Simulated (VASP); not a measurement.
# CuPd6 in VASP: single point with RPBE

Aim: the single point of CuPd6 with RPBE.

All numbers are computed with VASP 6.6.1; they aren't measurements. Logs are shortened: lines on timing, memory, paths and dates and some standing lists are left out, and cuts for length are marked.

### 1 The cell of the first run

The cell holds a slab with vacuum, 7 atoms: a = 2.814 Å, b = 3.979 Å, c = 26.035 Å, α = 90.00°, β = 90.00°, γ = 90.00°.

### 2 Single point, RPBE

The input, INCAR:

```
PREC = Accurate
ENCUT = 520
EDIFF = 1E-6
ISMEAR = 0
SIGMA = 0.1
LREAL = False
LASPH = True
NELM = 80
ALGO = Normal
ISIF = 2
LWAVE = False
LCHARG = False
LDIPOL = True
IDIPOL = 3
DIPOL = 0.5 0.5 0.492
GGA = RP
NBANDS = 44
```

The input, KPOINTS:

```
regular mesh
0
Gamma
  10 7 1
```

The input, POSCAR:

```
CuPd6
1.0
    2.8139136277      0.0000000000      0.0000000000
    0.0000000000      3.9794748157      0.0000000000
    0.0000000000      0.0000000000     26.0347840693
Pd Cu
6 1
Direct
    0.5000000000      0.5000000000      0.3264862877
    0.0000000000      0.0000000000      0.3805277120
    0.5000000000      0.5000000000      0.4345691363
    0.0000000000      0.0000000000      0.4889865818
    0.5000000000      0.5000000000      0.5441976137
    0.0000000000      0.0000000000      0.5950197768
    0.5000000000      0.0000000000      0.6757484119
```

Potentials or basis: VASP PAW PBE potentials, release 64 (Pd, Cu).

The run is started by

```bash
cat potpaw_PBE.64/Pd/POTCAR potpaw_PBE.64/Cu/POTCAR > POTCAR
mpirun -np 1 vasp_std > vasp.out
```

OUTCAR:

```text
PREC = Accurate
   ENCUT = 520
   EDIFF = 1E-6
   ISMEAR = 0
   LREAL = False
   LASPH = True
   NELM = 80
   ISIF = 2
   GGA = RP

 ion  position               nearest neighbor table
   1  0.500  0.500  0.326-   3 2.81   2 2.81   2 2.81   2 2.81   2 2.81
   2  0.000  0.000  0.381-   3 2.81   3 2.81   3 2.81   3 2.81   1 2.81   1 2.81   1 2.81   1 2.81
                             4 2.82
   3  0.500  0.500  0.435-   1 2.81   2 2.81   2 2.81   2 2.81   2 2.81   4 2.82   4 2.82   4 2.82
                             4 2.82   5 2.85
   4  0.000  0.000  0.489-   6 2.76   3 2.82   3 2.82   3 2.82   3 2.82   2 2.82   5 2.83   5 2.83
                             5 2.83   5 2.83
   5  0.500  0.500  0.544-   6 2.77   6 2.77   6 2.77   6 2.77   4 2.83   4 2.83   4 2.83   4 2.83
                             3 2.85
   6  0.000  0.000  0.595-   7 2.53   7 2.53   4 2.76   5 2.77   5 2.77   5 2.77   5 2.77
   7  0.500  0.000  0.676-   6 2.53   6 2.53

  LATTYP: Found a simple orthorhombic cell.
 ALAT       =     2.8139136277
 B/A-ratio  =     1.4142135624
 C/A-ratio  =     9.2521617625

  Lattice vectors:

 A1 = (   2.8139136277,   0.0000000000,   0.0000000000)
 A2 = (   0.0000000000,   3.9794748157,   0.0000000000)
 A3 = (   0.0000000000,   0.0000000000,  26.0347840693)

Analysis of symmetry for initial positions (statically):
=====================================================================
 Subroutine PRICEL returns:
 Original cell was already a primitive cell.

 Routine SETGRP: Setting up the symmetry group for a
 simple orthorhombic supercell.

 Subroutine GETGRP returns: Found  4 space group operations
 (whereof  4 operations were pure point group operations)
 out of a pool of  8 trial point group operations.

The static configuration has the point symmetry C_2v.

Analysis of symmetry for dynamics (positions and initial velocities):
=====================================================================
 Subroutine PRICEL returns:
 Original cell was already a primitive cell.

 Routine SETGRP: Setting up the symmetry group for a
 simple orthorhombic supercell.

 Subroutine GETGRP returns: Found  4 space group operations
 (whereof  4 operations were pure point group operations)
 out of a pool of  8 trial point group operations.

The dynamic configuration has the point symmetry C_2v.

 Subroutine INISYM returns: Found  4 space group operations
 (whereof  4 operations are pure point group operations),
 and found     1 'primitive' translations

----------------------------------------------------------------------------------------

                                     Primitive cell

  volume of cell :     291.5349

  direct lattice vectors                    reciprocal lattice vectors
     2.813913628  0.000000000  0.000000000     0.355376935  0.000000000  0.000000000
     0.000000000  3.979474816  0.000000000     0.000000000  0.251289441  0.000000000
     0.000000000  0.000000000 26.034784069     0.000000000  0.000000000  0.038410151

  length of vectors
     2.813913628  3.979474816 26.034784069     0.355376935  0.251289441  0.038410151

  position of ions in fractional coordinates (direct lattice)
     0.500000000  0.500000000  0.326486288
     0.000000000  0.000000000  0.380527712
     0.500000000  0.500000000  0.434569136
     0.000000000  0.000000000  0.488986582
     0.500000000  0.500000000  0.544197614
     0.000000000  0.000000000  0.595019777
     0.500000000  0.000000000  0.675748412

  ion indices of the primitive-cell ions
   primitive index   ion index
                 1           1
                 2           2
                 3           3
                 4           4
                 5           5
                 6           6
                 7           7

----------------------------------------------------------------------------------------

 KPOINTS: regular mesh

Automatic generation of k-mesh.
 Grid dimensions read from file:
 generate k-points for:   10    7    1

 Generating k-lattice:

  Cartesian coordinates                     Fractional coordinates (reciprocal lattice)
     0.035537693  0.000000000  0.000000000     0.100000000  0.000000000  0.000000000
     0.000000000  0.035898492  0.000000000     0.000000000  0.142857143  0.000000000
     0.000000000  0.000000000  0.038410151     0.000000000  0.000000000  1.000000000

  Length of vectors
     0.035537693  0.035898492  0.038410151

  Shift w.r.t. Gamma in fractional coordinates (k-lattice)
     0.000000000  0.000000000  0.000000000

 Subroutine IBZKPT returns following result:
 ===========================================

 Found     24 irreducible k-points:

 Following reciprocal coordinates:
            Coordinates               Weight
  0.000000  0.000000  0.000000      1.000000
  0.100000  0.000000  0.000000      2.000000
  0.200000  0.000000  0.000000      2.000000
  0.300000  0.000000  0.000000      2.000000
  0.400000  0.000000  0.000000      2.000000
  0.500000  0.000000  0.000000      1.000000
[... 16 lines left out ...]
  0.400000  0.428571  0.000000      4.000000
  0.500000  0.428571  0.000000      2.000000
   k-points           NKPTS =     24   k-points in BZ     NKDIM =     24   number of bands    NBANDS=     44
   number of dos      NEDOS =    301   number of ions     NIONS =      7
   total plane-waves  NPLWV = 141120
   dimension x,y,z NGX =    24 NGY =   30 NGZ =  196
   dimension x,y,z NGXF=    48 NGYF=   60 NGZF=  392
   ions per type =               6   1
   NGX,Y,Z   is equivalent  to a cutoff of  14.18, 12.53, 12.52 a.u.
   NGXF,Y,Z  is equivalent  to a cutoff of  28.36, 25.07, 25.03 a.u.
 SYSTEM =  unknown system
   PREC   = accura    normal or accurate (medium, high low for compatibility)
   ISTART =      0    job   : 0-new  1-cont  2-samecut
   ICHARG =      2    charge: 1-file 2-atom 10-const
   ISPIN  =      1    spin polarized calculation?
   LNONCOLLINEAR =      F non collinear calculations
   LSORBIT =      F    spin-orbit coupling
   LASPH  =      T    aspherical Exc in radial PAW
   ENCUT  =  520.0 eV  38.22 Ry    6.18 a.u.   5.23  7.40 48.41*2*pi/ulx,y,z
   NELM   =     80;   NELMIN=  2; NELMDL= -5     # of ELM steps
   EDIFF  = 0.1E-05   stopping-criterion for ELM
   LREAL  =      F    real-space projection
   EDIFFG = 0.1E-04   stopping-criterion for IOM
   NSW    =      0    number of steps for IOM
   IBRION =     -1    ionic relax: 0-MD 1-quasi-New 2-CG
   NFREE  =      0    steps in history (QN), initial steepest desc. (CG)
   ISIF   =      2    stress and relaxation
   ISYM   =      2    0-nonsym 1-usesym 2-fastsym
   POTIM  = 0.5000    time-step for ionic-motion
   TEBEG  =    0.0;   TEEND  =   0.0 temperature during run
   PSTRESS=    0.0 pullay stress
   NELECT =      71.0000    total number of electrons
   NUPDOWN=      -1.0000    fix difference up-down
   EMIN   =  10.00;   EMAX   =-10.00  energy-range for DOS
   EFERMI =   0.00;   METHOD = LEGACY
   ISMEAR =     0;   SIGMA  =   0.10  broadening in eV -4-tet -1-fermi 0-gaus
   EFERMI_NEDOS =   21; number of points for ismear=-14 and -15
   IALGO  =     38    algorithm
   IMIX   =      4    mixing-type and parameters
     AMIX     =   0.40;   BMIX     =  1.00
     AMIX_MAG =   1.60;   BMIX_MAG =  1.00
  volume/ion in A,a.u.               =      41.65       281.05
  Fermi-wavevector in a.u.,A,eV,Ry     =   1.022345  1.931952 14.220662  1.045189
  Thomas-Fermi vector in A             =   2.156019
   LORBIT       =      0    0 simple, 1 ext, 2 COOP (PROOUT), +10 PAW based schemes
   GGA     = RP    functional components
   LHFCALC =     F    Hartree Fock is set to
   AEXX    =    0.0000 exact exchange contribution
   IVDW    =     0    specifies the selected vdW correction
   LEPSILON=     F    determine dielectric tensor
   LRPA    =     F    only Hartree local field effects (RPA)
 non-spin polarized calculation
 Gauss-broadening in eV      SIGMA  =   0.10
  energy-cutoff  :      520.00
  volume of cell :      291.53
 maximum number of plane-waves:      7898
 NGX is ok and might be reduce to    24
   NGX = 11   NGY = 15   NGZ = 97

 dipolmoment           0.000000      0.000000      0.004746 electrons x Angstroem

 number of electron      71.0000016 magnetization

 dipolmoment           0.000000      0.000000     -0.026208 electrons x Angstroem

 Free energy of the ion-electron system (eV)
  ---------------------------------------------------
  ext. energy  EPLUGINS =         0.00000000
  ---------------------------------------------------
  free energy    TOTEN  =       -28.52982008 eV

  energy without entropy =      -28.45029942  energy(sigma->0) =      -28.49005975

 E-fermi :   0.3582     XC(G=0):  -5.4854

 val. band max:        0.3466534257   @ k =   0.0000   0.4286   0.0000
 cond. band min:       0.3682852500   @ k =   0.1000   0.4286   0.0000
 fundamental gap:      0.0216318243
 Fermi energy:         0.3582059722

 k-point     1 :       0.0000    0.0000    0.0000
  band No.  band energies     occupation
      1      -5.7308      2.00000
      2      -4.6437      2.00000
      3      -4.1820      2.00000
      4      -3.8309      2.00000
      5      -3.7352      2.00000
      6      -3.4933      2.00000
[... 36 lines left out ...]
     43       4.6314      0.00000
     44       5.1667      0.00000

 k-point     2 :       0.1000    0.0000    0.0000
  band No.  band energies     occupation
      1      -5.5088      2.00000
      2      -4.4532      2.00000
      3      -4.0135      2.00000
      4      -3.7346      2.00000
      5      -3.5784      2.00000
      6      -3.3240      2.00000
[... 36 lines left out ...]
     43       5.2430      0.00000
     44       5.3737      0.00000

 k-point     3 :       0.2000    0.0000    0.0000
  band No.  band energies     occupation
      1      -4.9040      2.00000
      2      -4.0423      2.00000
      3      -3.6792      2.00000
      4      -3.4743      2.00000
      5      -3.3979      2.00000
      6      -3.1967      2.00000
[... 36 lines left out ...]
     43       5.9684      0.00000
     44       6.1925      0.00000

 k-point     4 :       0.3000    0.0000    0.0000
  band No.  band energies     occupation
      1      -4.1536      2.00000
      2      -3.9487      2.00000
      3      -3.7331      2.00000
      4      -3.5978      2.00000
      5      -3.5232      2.00000
      6      -3.4592      2.00000
[... 882 lines left out ...]
     43       5.3300      0.00000
     44       6.0494      0.00000

 k-point    23 :       0.4000    0.4286    0.0000
  band No.  band energies     occupation
      1      -3.9924      2.00000
      2      -3.8570      2.00000
      3      -3.3881      2.00000
      4      -3.2496      2.00000
      5      -3.1746      2.00000
      6      -3.0736      2.00000
[... 36 lines left out ...]
     43       6.3699      0.00000
     44       6.4463      0.00000

 k-point    24 :       0.5000    0.4286    0.0000
  band No.  band energies     occupation
      1      -4.0558      2.00000
      2      -3.9718      2.00000
      3      -3.4648      2.00000
      4      -3.3812      2.00000
      5      -3.2408      2.00000
      6      -3.2044      2.00000
[... 36 lines left out ...]
     43       6.8113      0.00000
     44       6.8188      0.00000

------------------------ aborting loop because EDIFF is reached ----------------------------------------

 vacuum level on the upper side and lower side of the slab       (xc-potential included)        -0.212         0.203

  FORCE on cell =-STRESS in cart. coord.  units (eV):
  Direction    XX          YY          ZZ          XY          YZ          ZX
  --------------------------------------------------------------------------------------
  -------------------------------------------------------------------------------------
  Total       -3.3939102     -2.6818256     -0.6942813      0.0000000      0.0000000      0.0000000
  in kB      -18.6517858    -14.7384091     -3.8155361      0.0000000      0.0000000      0.0000000
  external PRESSURE =     -12.4019103 kB  Pullay stress =       0.0000000 kB

 VOLUME and BASIS-vectors are now :
 -----------------------------------------------------------------------------
  energy-cutoff  :      520.00
  volume of cell :      291.53
      direct lattice vectors                 reciprocal lattice vectors
     2.813913628  0.000000000  0.000000000     0.355376935  0.000000000  0.000000000
     0.000000000  3.979474816  0.000000000     0.000000000  0.251289441  0.000000000
     0.000000000  0.000000000 26.034784069     0.000000000  0.000000000  0.038410151

 POSITION                                       TOTAL-FORCE (eV/Angst)
 -----------------------------------------------------------------------------------
      1.40696      1.98974      8.50000         0.000000      0.000000      0.425297
      0.00000      0.00000      9.90696         0.000000      0.000000     -0.412786
      1.40696      1.98974     11.31391         0.000000      0.000000     -0.026639
      0.00000      0.00000     12.73066         0.000000      0.000000      0.017272
      1.40696      1.98974     14.16807         0.000000      0.000000      0.008966
      0.00000      0.00000     15.49121         0.000000      0.000000     -0.027693
      1.40696      0.00000     17.59296         0.000000      0.000000      0.015583
 -----------------------------------------------------------------------------------
    total drift:                                0.000000     -0.000000      0.000359

  FREE ENERGIE OF THE ION-ELECTRON SYSTEM (eV)
  ---------------------------------------------------
  free  energy   TOTEN  =       -28.5298200844 eV

  energy  without entropy=      -28.4502994216  energy(sigma->0) =      -28.49005975

 vacuum level on the upper side and lower side of the slab         4.493         4.922
```

It took 25 min on 1 thread of Intel Xeon 8259CL, shared host; peak memory 0.53 GiB.

Results:

* Free energy: -28.5298 eV
* Largest force: 0.425 eV/Å
* Band gap on the k mesh: zero (an odd number of electrons rules out a gap without spin polarisation)

Forces in eV/Å, atoms in the order of the input:
```
Pd   0.000  0.000  0.425
Pd   0.000  0.000 -0.413
Pd   0.000  0.000 -0.027
Pd   0.000  0.000  0.017
Pd   0.000  0.000  0.009
Pd   0.000  0.000 -0.028
Cu   0.000  0.000  0.016
```

Caveat: the PAW data sets were made with another functional, which shifts forces and pressure a little.

The gap in the log of VASP goes by the Fermi energy; the results here count the filled bands.